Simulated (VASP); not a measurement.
SiC:

```
CELL_PARAMETERS angstrom
3.11550 0.00000 0.00000
-1.55775 2.69810 0.00000
0.00000 0.00000 15.27047
ATOMIC_POSITIONS crystal
Si 0.66667 0.33333 0.45830
Si 0.33333 0.66667 0.95830
Si 0.66667 0.33333 0.79170
Si 0.33333 0.66667 0.29170
Si 0.00000 0.00000 0.62500
Si 0.00000 0.00000 0.12500
C 0.66667 0.33333 0.33330
C 0.33333 0.66667 0.83330
C 0.66667 0.33333 0.66670
C 0.33333 0.66667 0.16670
C 0.00000 0.00000 0.50000
C 0.00000 0.00000 0.00000
```

Base run:

| Quantity | Value |
| --- | --- |
| Program | VASP 6.6.1 |
| Functional | revPBE |
| Dispersion | D4 |
| Potentials or basis | VASP PAW PBE potentials, release 64 (Si, C) |
| Cutoff | 520 eV |
| k mesh | 10 × 10 × 2 |
| Occupations | fermi-dirac, width 0.05 eV |
| Spin | no spin polarisation |

Its results: band gap on the k mesh 2.03 eV (least direct gap 3.12 eV); pressure -10.2 GPa; largest force 0.143 eV/Å.

Problem. The run is repeated on the same cell with these changes: functional from revPBE to PBE. What comes out?

Solution. Band gap on the k mesh 2.03 eV (least direct gap 3.12 eV); pressure -7.8 GPa; largest force 0.141 eV/Å.

Caveats: the cell stands under tension; the PAW data sets were made with another functional, which shifts forces and pressure a little (at least some runs).

A k mesh can miss the band edges.
